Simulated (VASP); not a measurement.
Input of a VASP 6.6.1 run:

INCAR

```
SYSTEM = Ta4F
PREC     = Accurate       ! precision mode
ENCUT    = 520            ! plane-wave cutoff, eV
EDIFF    = 1E-7           ! SCF threshold, eV
ISMEAR   = 0              ! smearing method
SIGMA    = 0.1            ! smearing width, eV
LREAL    = .False.        ! projectors in reciprocal space
LASPH    = .True.         ! aspherical terms in the spheres
NELM     = 80             ! most SCF steps
ALGO     = Normal         ! electronic algorithm
ISIF     = 2              ! what is computed and relaxed
LWAVE    = .False.        ! write WAVECAR
LCHARG   = .False.        ! write CHGCAR
LDIPOL   = .True.       
IDIPOL   = 3            
DIPOL    = 0.5 0.5 0.353
NBANDS   = 34             ! bands
```

File KPOINTS:

```
Automatic mesh
0
Gamma
  8 8 1
  0 0 0
```

POSCAR

```
Ta4F
1.0
    3.2528679937      0.0000000000      0.0000000000
    0.0000000000      3.2528679937      0.0000000000
    0.0000000000      0.0000000000     20.2137485622
Ta F
4 1
Direct
    0.5000000000      0.5000000000      0.1978851170
    0.0000000000      0.0000000000      0.2783468875
    0.5000000000      0.5000000000      0.3580282239
    0.0000000000      0.0000000000      0.4310802885
    0.0000000000      0.5000000000      0.5010124309
```

Potentials or basis: VASP PAW LDA potentials, release 64 (Ta_pv, F).

The run is started by

```sh
$ cat potpaw_LDA.64/Ta_pv/POTCAR potpaw_LDA.64/F/POTCAR > POTCAR
$ mpirun -np 1 vasp_std > vasp.out
```

Problem. What does it give for the band gap on the k mesh?

Solution. Zero (an odd number of electrons rules out a gap without spin polarisation).

Problem. What does it give for the largest force?

Solution. 1.691 eV/Å.

Forces on the atoms (eV/Å):
```
Ta   0.000  0.000  0.826
Ta   0.000  0.000 -0.911
Ta   0.000  0.000 -1.662
Ta   0.000  0.000  1.691
F    0.000  0.000  0.056
```

Caveat: spin-orbit coupling is left out, which moves the levels of the heavy elements.
